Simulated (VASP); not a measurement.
Here is a VASP 6.6.1 calculation.

File INCAR:

```
PREC = Accurate ; ENCUT = 520
EDIFF = 1E-7 ; ISMEAR = 0
SIGMA = 0.15 ; LREAL = False
LASPH = True ; NELM = 60
ALGO = Normal ; ISIF = 2
LWAVE = False ; LCHARG = True
GGA = PE ; LELF = True
LVHAR = True ; NBANDS = 28
```

Contents of KPOINTS:

```
Automatic mesh
0
Gamma
  3 3 3
```

The input POSCAR:

```
Sn2H3Br
1.0
    0.0000000000      3.8089089475      5.2133674834
    3.1803423170      0.0000000000      5.2133674834
    3.1803423170      3.8089089475      0.0000000000
Sn H Br
2 3 1
Direct
    0.3298050932      0.3298050932      0.1701949068
    0.8298050932      0.8298050932      0.6701949068
    0.8312783774      0.8312783774      0.1687216226
    0.6065970204      0.2687345476      0.7312654524
    0.2687345476      0.6065970204      0.3934029796
    0.1337799981      0.1337799981      0.8662200019
```

Potentials or basis: VASP PAW PBE potentials, release 64 (Sn_d, H, Br).

The run is started by

```sh
$ cat potpaw_PBE.64/Sn_d/POTCAR potpaw_PBE.64/H/POTCAR potpaw_PBE.64/Br/POTCAR > POTCAR
$ mpirun -np 1 vasp_std > vasp.out
```

Q: What does it give for the band gap on the k mesh?

A: 0.47 eV (least direct gap 0.65 eV).

Q: Estimate the pressure.

A: 0.0 GPa.

Q: Estimate the largest force.

A: 0.026 eV/Å.

Forces on the atoms (eV/Å):
```
Sn   0.000  0.000 -0.005
Sn   0.000  0.000 -0.005
H    0.000  0.000 -0.009
H    0.000  0.004 -0.003
H    0.000 -0.004 -0.003
Br   0.000  0.000  0.026
```

Caveat: the k points lie up to 0.47 Å⁻¹ apart; spin-orbit coupling is left out, which moves the levels of the heavy elements; an odd mesh through Γ misses points on the zone boundary, where band edges can lie.
